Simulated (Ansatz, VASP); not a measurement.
SiC: VASP beside Ansatz

```
Si C
1.0
     0.00000    2.19648    2.19648
     2.19648    0.00000    2.19648
     2.19648    2.19648    0.00000
Si C
1 1
Cartesian
  0.0000 0.0000 0.0000
  3.2947 3.2947 3.2947
```

Change from the starting cell: mode 6 frozen in at +0.000 Å, equal normal strain along x, y and z +0.0083.

Alike in both runs: task single point; functional PBEsol; k mesh 10 × 10 × 10; occupations gaussian, width 0.05 eV; no spin polarisation.

```csv
,VASP,Ansatz
version,VASP 6.6.1,Ansatz 0.2.0
potentials or method,"VASP PAW PBE potentials, release 64 (Si, C), cutoff 600 eV","scalar-relativistic, plane waves, PAW"
valence electrons in the cell,8,8
```

```csv
,VASP,Ansatz,Ansatz less VASP
gap on the k mesh at the Fermi level (eV),1.26,1.27,+0.010
least direct gap on the mesh (eV),4.42,4.43,+0.013
pressure (GPa),-5.0,-5.2,-0.22
```

VASP's potentials were made for PBE, not for PBEsol, and Ansatz warns of the same on its side. The functional is the same, so the differences come from potentials, cutoffs and numerics.
